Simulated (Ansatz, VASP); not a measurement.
## F in VASP and in Ansatz

```
F
1.0
    12.00000    0.00000    0.00000
     0.00000   12.20000    0.00000
     0.00000    0.00000   12.40000
F
2
Direct
  0.50000 0.50000 0.44449
  0.50000 0.50000 0.55551
```

Alike in both runs: functional HSE06; k mesh 1 × 1 × 1; occupations gaussian, width 0.01 eV; no spin polarisation.

Ansatz relaxed the structure, and its values are those at the end. VASP's run is a single point on that final structure, the one shown.

|  | VASP | Ansatz |
| --- | --- | --- |
| version | VASP 6.6.1 | Ansatz 0.2.0 |
| potentials or method | VASP PAW PBE potentials, release 64 (F), cutoff 520 eV | scalar-relativistic, plane waves, PAW |
| valence electrons in the cell | 14 | 14 |

Ansatz gave:

| Quantity | Value |
| --- | --- |
| gap on the k mesh at the Fermi level (eV) | 7.47 |
| rms of the force components (eV/Å) | 0.000 |

Estimate VASP's values.

gap on the k mesh at the Fermi level (eV): 7.41; rms of the force components (eV/Å): 0.322.

One of these differences is far larger than is usual between the two programs; its cause wasn't traced. The functional is the same, so the differences come from potentials, cutoffs and numerics. Ansatz's warnings: stress exchange threshold loose, stress scf threshold loose.
